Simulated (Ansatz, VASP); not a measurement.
**Ta: VASP beside Ansatz**

INCAR

```
  PREC = Accurate
  ENCUT = 520
  EDIFF = 1E-7
  ISMEAR = -1
  SIGMA = 0.05
  LREAL = False
  LASPH = True
  NELM = 80
  ALGO = Normal
  ISIF = 2
  LWAVE = False
  LCHARG = True
  GGA = PS
  LELF = True
  LVHAR = True
  NBANDS = 12
```

The input KPOINTS:

```
Automatic mesh
0
Gamma
  14 14 14
```

Contents of POSCAR:

```
Ta
1.0
    2.1494215002      0.0000000000      0.0000000000
    0.0000000000      2.1494215002      0.0000000000
    0.0000000000      0.0000000000      2.1494215002
Ta
1
Direct
    0.0000000000      0.0000000000      0.0000000000
```

Input for Ansatz:

```yaml
crystal:
  lattice:
    - [2.1494215002, 0.0, 0.0]
    - [0.0, 2.1494215002, 0.0]
    - [0.0, 0.0, 2.1494215002]
  atoms:
    - { symbol: Ta, position: [0.0, 0.0, 0.0] }
kpoints:
  mp_grid: { grid: [14, 14, 14] }
scf:
  occupations: { method: fermi_dirac, width: 0.05 }
hamiltonian:
  xc: pbesol
  pseudopotentials: { kind: all_electron, lapw: { basis_error: 0.001 } }
output:
  forces: true
  stress: true
  eigenvalues: true
  populations: true
```

Change from the starting cell: volume scaled by 0.5, LAPW.

Alike in both runs: task single point; functional PBEsol; k mesh 14 × 14 × 14; occupations fermi-dirac, width 0.05 eV; no spin polarisation.

|  | VASP | Ansatz |
| --- | --- | --- |
| version | VASP 6.6.1 | Ansatz 0.2.0 |
| potentials or method | VASP PAW PBE potentials, release 64 (Ta_pv), cutoff 520 eV | all-electron LAPW, scalar-relativistic |

|  | VASP | Ansatz | Ansatz less VASP |
| --- | --- | --- | --- |
| pressure (GPa) | 444.5 | 427.1 | -17.47 |

VASP's potentials were made for PBE, not for PBEsol. Both programs put the cell under a high pressure, so it lies far from rest at this level. Ansatz ran all-electron here, and VASP with PAW potentials.

Spin-orbit coupling is off throughout. Noted on VASP's run: the cell as given lies far from equilibrium.
